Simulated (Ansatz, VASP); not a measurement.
**Two plane-wave programs on BaTiO3**

The input INCAR:

```
SYSTEM = BaTiO3
PREC     = Accurate       ! precision mode
ENCUT    = 520            ! plane-wave cutoff, eV
EDIFF    = 1E-6           ! SCF threshold, eV
ISMEAR   = -1             ! smearing method
SIGMA    = 0.05           ! smearing width, eV
LREAL    = .FALSE.        ! projectors in reciprocal space
LASPH    = .TRUE.         ! aspherical terms in the spheres
NELM     = 150            ! most SCF steps
ALGO     = Normal         ! electronic algorithm
ISIF     = 2              ! what is computed and relaxed
LWAVE    = .FALSE.        ! write WAVECAR
LCHARG   = .TRUE.         ! write CHGCAR
LMAXMIX  = 4              ! l up to which the mixer works
LDAU     = .TRUE.         ! DFT+U
LDAUTYPE = 2            
LDAUL    = -1 2 -1        ! shell
LDAUU    = 0 5 0          ! U, eV
LDAUJ    = 0 0 0        
LDAUPRINT= 1            
GGA      = PE             ! functional
LELF     = .TRUE.         ! ELF
LVHAR    = .TRUE.       
NBANDS   = 28             ! bands
```

Contents of KPOINTS:

```
Automatic mesh
0
G
  7 6 7
  0 0 0
```

The input POSCAR:

```
BaTiO3
1.0
    3.7288979900     -0.4219254500      0.0223674800
   -0.2844733300      3.2754742700      3.1100811900
    0.3164270400     -2.7537071700      2.5899183700
Ba Ti O
1 1 3
Direct
    0.0036372600      0.9972694200      0.9985015400
    0.5002452300      0.5116078500      0.5101821300
    0.9983542100      0.4928168200      0.4950359800
    0.4999067000      0.5015397800      0.9945381500
    0.4978566000      0.9929861300      0.4979621900
```

File input.yaml:

```yaml
crystal:
  lattice:
    - [3.72889799, -0.42192545, 0.02236748]
    - [-0.28447333, 3.27547427, 3.11008119]
    - [0.31642704, -2.75370717, 2.58991837]
  atoms:
    - { symbol: Ba, position: [0.00363726, 0.99726942, 0.99850154] }
    - { symbol: Ti, position: [0.50024523, 0.51160785, 0.51018213] }
    - { symbol: O, position: [0.99835421, 0.49281682, 0.49503598] }
    - { symbol: O, position: [0.4999067, 0.50153978, 0.99453815] }
    - { symbol: O, position: [0.4978566, 0.99298613, 0.49796219] }
hamiltonian:
  xc: pbe
  pseudopotentials: { kind: paw }
  hubbard: { sites: [{ species: Ti, l: d, u_eff: 5.0 }] }
kpoints:
  mp_grid: { grid: [7, 6, 7] }
  band_path:
    path:
      - [[0.0, 0.0, 0.5], [0.0, 0.0, 0.0], [0.0, -0.5, 0.0]]
      - [[0.0, -0.5, 0.5], [0.0, 0.0, 0.0], [0.5, 0.0, 0.0]]
      - [[0.5, 0.0, 0.5], [0.0, 0.0, 0.0], [0.5, -0.5, 0.0]]
      - [[0.5, -0.5, 0.5], [0.0, 0.0, 0.0]]
    npoints: 14
scf:
  occupations: { method: fermi_dirac, width: 0.05 }
  n_extra_bands: 12
output:
  forces: true
  stress: true
  eigenvalues: true
  fatbands: false
  write_density: true
  write_potential: true
  elf: true
  volumetric_format: npy
```

Alike in both runs: functional PBE; k mesh 7 × 6 × 7; occupations fermi-dirac, width 0.05 eV; no spin polarisation; Hubbard terms Ti d U = 5.0 eV.

```csv
,VASP,Ansatz
version,VASP 6.6.1,Ansatz 0.2.0
potentials or method,"VASP PAW PBE potentials, release 64 (Ba_sv, Ti_sv, O)",Ansatz PAW
plane-wave cutoff (eV),520,420
valence electrons in the cell,40,40
task,single point,band structure
```

Ansatz gave:

- gap on the k mesh at the Fermi level (eV): 1.21
- least direct gap on the mesh (eV): 1.28
- pressure (GPa): 19.2
- traceless stress, the component that is largest in VASP (GPa): 26.23
- rms of the force components (eV/Å): 0.252

**Question.** Estimate VASP's values.

**Answer.** gap on the k mesh at the Fermi level (eV): 0.99; least direct gap on the mesh (eV): 1.08; pressure (GPa): 24.5; traceless stress, the component that is largest in VASP (GPa): 27.49; rms of the force components (eV/Å): 0.332.

The programs project onto different local orbitals, so the same U acts differently, and such runs can settle in different states. Atom by atom the forces differ by 0.136 eV/Å (rms over components).

Neither program's run includes spin-orbit coupling.
